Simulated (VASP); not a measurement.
The system is Na.

```
CELL_PARAMETERS angstrom
2.14000 2.14000 2.14000
-2.14000 2.14000 2.14000
-2.14000 -2.14000 2.14000
ATOMIC_POSITIONS crystal
Na 0.00000 0.00000 0.00000
```

```yaml
Program: VASP 6.6.1
Task: relaxation of cell and atoms
Functional: PBEsol
Potentials_or_basis: VASP PAW PBE potentials, release 64 (Na_pv)
Cutoff: 500 eV
k_mesh: 7 × 7 × 7
Occupations: fermi-dirac, width 0.05 eV
Spin: no spin polarisation
```

At the start: pressure -0.6 GPa; volume 39.20 Å³/atom.

Task: How do energy, volume and symmetry change on relaxing?

Result: Over 3 steps the energy falls by 5.3 meV/atom and the volume is 36.22 Å³/atom (-7.6 %); space group Im-3m (No. 229, to 0.05 Å).

Step by step:
| step | energy change (eV) | largest force (eV/Å) | pressure (GPa) | volume (Å³) |
| --- | --- | --- | --- | --- |
| 1 | 0.0000 | 0.0000 | -0.55 | 39.20 |
| 2 | -0.0023 | 0.0000 | -0.43 | 38.44 |
| 3 | -0.0053 | 0.0000 | 0.00 | 36.22 |

Final structure:
```xyz
1
Lattice="2.0844 2.0844 2.0844 -2.0844 2.0844 2.0844 -2.0844 -2.0844 2.0844" Properties=species:S:1:pos:R:3 pbc="T T T"
Na    0.0000    0.0000    0.0000
```

Caveat: the PAW data sets were made with another functional, which shifts forces and pressure a little.
